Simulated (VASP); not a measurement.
# Au2S3 (P-3m1) in VASP: a series of runs, part 2 of 2

VASP 6.6.1. Earlier steps stand in the parts before.

**4. Single point, PBE+D3(BJ), collinear spin**

This run uses another cell than the first one, of 18.68 Å³/atom.

INCAR

```
SYSTEM = Au2S3
PREC = Accurate
ENCUT = 520
EDIFF = 1E-7
ISMEAR = 0
SIGMA = 0.1
LREAL = .FALSE.
LASPH = .TRUE.
NELM = 150
ALGO = Normal
ISIF = 2
LWAVE = .FALSE.
LCHARG = .TRUE.
ISPIN = 2
MAGMOM = 0 0 0 1 1
LORBIT = 11
LMAXMIX = 4
GGA = PE
IVDW = 12
LELF = .TRUE.
LVHAR = .TRUE.
NBANDS = 32
```

KPOINTS

```
Automatic mesh
0
G
  6 6 2
  0 0 0
```

POSCAR

```
Au2S3
1.0
    3.6697144970      0.0000000000      0.0000000000
   -1.8348572485      3.1780659791      0.0000000000
    0.0000000000      0.0000000000      8.0067523640
S Au
3 2
Direct
    0.0000000000      0.0000000000      0.0000000000
    0.3333333333      0.6666666667      0.3489092691
    0.6666666667      0.3333333333      0.6510907309
    0.6666666667      0.3333333333      0.1940565335
    0.3333333333      0.6666666667      0.8059434665
```

Potentials or basis: VASP PAW PBE potentials, release 64 (S, Au).

Run with:

```bash
$ cat potpaw_PBE.64/S/POTCAR potpaw_PBE.64/Au/POTCAR > POTCAR
$ mpirun -np 1 vasp_std > vasp.out
```

OUTCAR:

```text
SYSTEM = Au2S3
   PREC = Accurate
   ENCUT = 520
   EDIFF = 1E-7
   ISMEAR = 0
   LREAL = .FALSE.
   LASPH = .TRUE.
   NELM = 150
   ISIF = 2
   ISPIN = 2
   LORBIT = 11
   GGA = PE
   IVDW = 12
 IVDW          = 12

 ion  position               nearest neighbor table
   1  0.000  0.000  0.000-   4 2.63   5 2.63   4 2.63   5 2.63   4 2.63   5 2.63
   2  0.333  0.667  0.349-   4 2.45   4 2.45   4 2.45
   3  0.667  0.333  0.651-   5 2.45   5 2.45   5 2.45
   4  0.667  0.333  0.194-   2 2.45   2 2.45   2 2.45   1 2.63   1 2.63   1 2.63
   5  0.333  0.667  0.806-   3 2.45   3 2.45   3 2.45   1 2.63   1 2.63   1 2.63

  LATTYP: Found a hexagonal cell.
 ALAT       =     3.6697144970
 C/A-ratio  =     2.1818461274

  Lattice vectors:

 A1 = (   3.6697144970,   0.0000000000,   0.0000000000)
 A2 = (  -1.8348572485,   3.1780659791,   0.0000000000)
 A3 = (   0.0000000000,   0.0000000000,   8.0067523640)

Analysis of symmetry for initial positions (statically):
=====================================================================
 Subroutine PRICEL returns:
 Original cell was already a primitive cell.

 Routine SETGRP: Setting up the symmetry group for a
 hexagonal supercell.

 Subroutine GETGRP returns: Found 12 space group operations
 (whereof 12 operations were pure point group operations)
 out of a pool of 24 trial point group operations.

The static configuration has the point symmetry D_3d.

Analysis of symmetry for dynamics (positions and initial velocities):
=====================================================================
 Subroutine PRICEL returns:
 Original cell was already a primitive cell.

 Routine SETGRP: Setting up the symmetry group for a
 hexagonal supercell.

 Subroutine GETGRP returns: Found 12 space group operations
 (whereof 12 operations were pure point group operations)
 out of a pool of 24 trial point group operations.

[... 158 lines left out ...]
 E-fermi :   6.6552     XC(G=0): -10.8211

 val. band max:        6.6510711386   @ k =   0.1667   0.0000   0.0000
 cond. band min:       6.6816114472   @ k =   0.1667   0.1667   0.0000
 fundamental gap:      0.0305403085
 Fermi energy:         6.6551807582

 spin component 1

 k-point     1 :       0.0000    0.0000    0.0000
  band No.  band energies     occupation
      1      -8.1354      1.00000
      2      -6.5895      1.00000
      3      -6.5428      1.00000
      4       0.2596      1.00000
      5       0.2596      1.00000
      6       0.2837      1.00000
[... 479 lines left out ...]
     31      15.8129      0.00000
     32      17.0430      0.00000
 Fermi energy:         6.6551807582

 spin component 2

 k-point     1 :       0.0000    0.0000    0.0000
  band No.  band energies     occupation
      1      -8.1354      1.00000
      2      -6.5895      1.00000
      3      -6.5428      1.00000
      4       0.2596      1.00000
      5       0.2596      1.00000
      6       0.2837      1.00000
[... 479 lines left out ...]
     31      15.8129      0.00000
     32      17.0430      0.00000

------------------------ aborting loop because EDIFF is reached ----------------------------------------

 Edisp (eV)   -2.15276

 E8    (eV) :    -0.8718

  FORCE on cell =-STRESS in cart. coord.  units (eV):
  Direction    XX          YY          ZZ          XY          YZ          ZX
  --------------------------------------------------------------------------------------
  -------------------------------------------------------------------------------------
  Total      -0.09881    -0.09881    -0.09336     0.00000     0.00000     0.00000
  in kB      -1.69533    -1.69533    -1.60178     0.00000     0.00000     0.00000
  external pressure =       -1.66 kB  Pullay stress =        0.00 kB

 VOLUME and BASIS-vectors are now :
 -----------------------------------------------------------------------------
  energy-cutoff  :      520.00
  volume of cell :       93.38
      direct lattice vectors                 reciprocal lattice vectors
     3.669714497  0.000000000  0.000000000     0.272500763  0.157328389  0.000000000
    -1.834857249  3.178065979  0.000000000     0.000000000  0.314656778  0.000000000
     0.000000000  0.000000000  8.006752364     0.000000000  0.000000000  0.124894583

 POSITION                                       TOTAL-FORCE (eV/Angst)
 -----------------------------------------------------------------------------------
      0.00000      0.00000      0.00000        -0.000000      0.000000      0.000000
     -0.00000      2.11871      2.79363         0.000000      0.000000     -0.007591
      1.83486      1.05936      5.21312         0.000000     -0.000000      0.007591
      1.83486      1.05936      1.55376        -0.000000      0.000000     -0.012448
     -0.00000      2.11871      6.45299        -0.000000     -0.000000      0.012448
 -----------------------------------------------------------------------------------
    total drift:                               -0.000000      0.000000      0.000000

  FREE ENERGIE OF THE ION-ELECTRON SYSTEM (eV)
  ---------------------------------------------------
  free  energy   TOTEN  =       -19.5606609787 eV

  energy  without entropy=      -19.5329132265  energy(sigma->0) =      -19.54678710

 total charge

# of ion       s       p       d       tot
------------------------------------------
    1        1.389   2.185   0.000   3.574
    2        1.381   2.217   0.000   3.598
    3        1.381   2.217   0.000   3.598
    4        0.580   0.432   8.636   9.648
    5        0.580   0.432   8.636   9.648
--------------------------------------------------
tot          5.312   7.483  17.271  30.066

 magnetization (x)

# of ion       s       p       d       tot
------------------------------------------
    1        0.000   0.000   0.000   0.000
    2        0.000   0.000   0.000   0.000
    3        0.000   0.000   0.000   0.000
    4        0.000   0.000   0.000   0.000
    5        0.000   0.000   0.000   0.000
--------------------------------------------------
tot          0.000   0.000   0.000   0.000
```

stdout:

```text
POSCAR found type information on POSCAR S Au
 POSCAR found :  2 types and       5 ions
 scaLAPACK will be used
 LDA part: xc-table for (Slater+PW92), standard interpolation
 POSCAR, INCAR and KPOINTS ok, starting setup
 FFT: planning ... GRIDC
 FFT: planning ... GRID_SOFT
 FFT: planning ... GRID
 WAVECAR not read
 entering main loop
```

It took 3.1 min on 1 thread of Intel Xeon 8259CL, shared host; peak memory 0.28 GiB.

Results:

* Free energy: -19.5607 eV
* Pressure: -0.2 GPa
* Largest force: 0.012 eV/Å
* Band gap on the k mesh: zero (filled and empty bands overlap)
* Net moment: 0.00 μB per cell
* Valence electrons inside the program's atomic spheres: S 3.57, 3.60 (each value once); Au 9.65
* Dispersion energy per atom: -0.431 eV

Forces in eV/Å, atoms in the order of the input:
```
S    0.000  0.000  0.000
S    0.000  0.000 -0.008
S    0.000  0.000  0.008
Au   0.000  0.000 -0.012
Au   0.000  0.000  0.012
```

Caveat: the k points lie up to 0.39 Å⁻¹ apart, too coarse for converged energies and pressures of a metal; spin-orbit coupling is left out, which moves the levels of the heavy elements.

**5. Single point, PBE+D3(BJ)**

This run uses another cell than the first one, of 18.73 Å³/atom.

INCAR

```
  ALGO = Normal
  EDIFF = 1E-6
  ENCUT = 520
  GGA = PE
  ISIF = 2
  ISMEAR = 0
  IVDW = 12
  LASPH = T
  LCHARG = F
  LREAL = F
  LWAVE = F
  NBANDS = 28
  NELM = 100
  PREC = Accurate
  SIGMA = 0.1
```

KPOINTS

```
k-points
0
Gamma
  12 12 6
```

POSCAR

```
Au2S3
1.0
    3.6743700307      0.0000000000      0.0000000000
   -1.8371850154      3.1820977895      0.0000000000
    0.0000000000      0.0000000000      8.0107910294
S Au
3 2
Direct
    0.0000000000      0.0000000000      0.0000000000
    0.3333333333      0.6666666667      0.3462355149
    0.6666666667      0.3333333333      0.6537644851
    0.6666666667      0.3333333333      0.1934278638
    0.3333333333      0.6666666667      0.8065721362
```

Potentials or basis: VASP PAW PBE potentials, release 64 (S, Au).

Run with:

```bash
$ cat potpaw_PBE.64/S/POTCAR potpaw_PBE.64/Au/POTCAR > POTCAR
$ mpirun -np 1 vasp_std > vasp.out
```

OUTCAR:

```text
EDIFF = 1E-6
   ENCUT = 520
   GGA = PE
   ISIF = 2
   ISMEAR = 0
   IVDW = 12
   LASPH = T
   LREAL = F
   NELM = 100
   PREC = Accurate
 IVDW          = 12

 ion  position               nearest neighbor table
   1  0.000  0.000  0.000-   4 2.63   5 2.63   4 2.63   5 2.63   4 2.63   5 2.63
   2  0.333  0.667  0.346-   4 2.45   4 2.45   4 2.45
   3  0.667  0.333  0.654-   5 2.45   5 2.45   5 2.45
[... 948 lines left out ...]
 Edisp (eV)   -2.14657

 E8    (eV) :    -0.8694

  FORCE on cell =-STRESS in cart. coord.  units (eV):
  Direction    XX          YY          ZZ          XY          YZ          ZX
  --------------------------------------------------------------------------------------
  -------------------------------------------------------------------------------------
  Total      -0.20681    -0.20681    -0.14801     0.00000     0.00000     0.00000
  in kB      -3.53761    -3.53761    -2.53188     0.00000     0.00000     0.00000
  external pressure =       -3.20 kB  Pullay stress =        0.00 kB

 VOLUME and BASIS-vectors are now :
 -----------------------------------------------------------------------------
  energy-cutoff  :      520.00
  volume of cell :       93.66
      direct lattice vectors                 reciprocal lattice vectors
     3.674370031  0.000000000  0.000000000     0.272155496  0.157129049  0.000000000
    -1.837185015  3.182097790  0.000000000     0.000000000  0.314258098  0.000000000
     0.000000000  0.000000000  8.010791029     0.000000000  0.000000000  0.124831617

 POSITION                                       TOTAL-FORCE (eV/Angst)
 -----------------------------------------------------------------------------------
      0.00000      0.00000      0.00000        -0.000000      0.000000      0.000000
     -0.00000      2.12140      2.77362         0.000000      0.000000     -0.032197
      1.83719      1.06070      5.23717        -0.000000     -0.000000      0.032197
      1.83719      1.06070      1.54951         0.000000     -0.000000      0.019789
     -0.00000      2.12140      6.46128         0.000000      0.000000     -0.019789
 -----------------------------------------------------------------------------------
    total drift:                                0.000000     -0.000000     -0.000000

  FREE ENERGIE OF THE ION-ELECTRON SYSTEM (eV)
  ---------------------------------------------------
  free  energy   TOTEN  =       -19.6813502106 eV

  energy  without entropy=      -19.6688527597  energy(sigma->0) =      -19.67510149
```

OSZICAR:

```text
N       E                     dE             d eps       ncg     rms          rms(c)
DAV:   1     0.223859263346E+03    0.22386E+03   -0.19183E+04  5600   0.130E+03
DAV:   2    -0.838030774387E+01   -0.23224E+03   -0.22504E+03  6640   0.262E+02
DAV:   3    -0.198996402077E+02   -0.11519E+02   -0.11355E+02  6944   0.557E+01
DAV:   4    -0.200488416306E+02   -0.14920E+00   -0.14893E+00  6808   0.724E+00
DAV:   5    -0.200512808335E+02   -0.24392E-02   -0.24390E-02  6860   0.942E-01    0.212E+01
DAV:   6    -0.177380235966E+02    0.23133E+01   -0.11127E+01  6100   0.310E+01    0.184E+01
DAV:   7    -0.175648295491E+02    0.17319E+00   -0.19758E+00  6068   0.977E+00    0.919E+00
DAV:   8    -0.175476793679E+02    0.17150E-01   -0.24283E-01  6496   0.290E+00    0.173E+00
DAV:   9    -0.175352512025E+02    0.12428E-01   -0.54718E-02  6540   0.163E+00    0.506E-01
DAV:  10    -0.175347593089E+02    0.49189E-03   -0.63071E-03  6296   0.495E-01    0.320E-01
DAV:  11    -0.175348388099E+02   -0.79501E-04   -0.17507E-03  6420   0.203E-01    0.716E-02
DAV:  12    -0.175347928570E+02    0.45953E-04   -0.23730E-04  7156   0.844E-02    0.513E-02
DAV:  13    -0.175347822175E+02    0.10640E-04   -0.42512E-05  6296   0.313E-02    0.273E-02
DAV:  14    -0.175347826388E+02   -0.42125E-06   -0.21973E-06  5604   0.801E-03
   1 F= -.19681350E+02 E0= -.19675101E+02  d E =-.124975E-01
```

It took 7 min on 1 thread of Intel Xeon 8259CL, shared host; peak memory 0.36 GiB.

What came out:

| Quantity | Value |
| --- | --- |
| Free energy | -19.6814 eV |
| Pressure | -0.3 GPa |
| Largest force | 0.032 eV/Å |
| Band gap on the k mesh | zero (bands 20 and 21 overlap by 1.33 eV) |
| Dispersion energy per atom | -0.429 eV |

Forces on the atoms (eV/Å):
```
S    0.000  0.000  0.000
S    0.000  0.000 -0.032
S    0.000  0.000  0.032
Au   0.000  0.000  0.020
Au   0.000  0.000 -0.020
```

Caveat: spin-orbit coupling is left out, which moves the levels of the heavy elements.

**6. The runs side by side**

```tsv
task	spin	cell	k mesh	cutoff (eV)	gap on the mesh (eV)	pressure (GPa)	moment (μB)	largest force (eV/Å)
relaxation of cell and atoms	off	relaxed from a = 3.500, b = 3.500, c = 8.580 Å, angles 90.0, 90.0, 120.0°, 5 atoms, atomic positions A	6 × 6 × 2	600	none	0.3	-	0.03
single point	collinear	a = 3.500, b = 3.500, c = 8.580 Å, angles 90.0, 90.0, 120.0°, 5 atoms, atomic positions A	6 × 6 × 2	520	none	7.1	0.00	1.96
single point	collinear	a = 3.670, b = 3.670, c = 8.007 Å, angles 90.0, 90.0, 120.0°, 5 atoms, atomic positions B	6 × 6 × 2	520	none	-0.2	0.00	0.01
single point	off	a = 3.674, b = 3.674, c = 8.011 Å, angles 90.0, 90.0, 120.0°, 5 atoms, atomic positions C	12 × 12 × 6	520	none	-0.3	-	0.03
```

Alike in all rows: level PBE+D3(BJ); potentials or basis VASP PAW PBE potentials, release 64 (S, Au); smearing gaussian 0.1 eV.

Caveats: some runs use coarse meshes; spin-orbit coupling is left out, which moves the levels of the heavy elements; forces of over 1 eV/Å act on the atoms, so gaps and moduli don't describe the material at rest (at least some runs).

Absolute energies hang on the potentials; compare differences alone.

The gap in the log of VASP goes by the Fermi energy; the results here count the filled bands.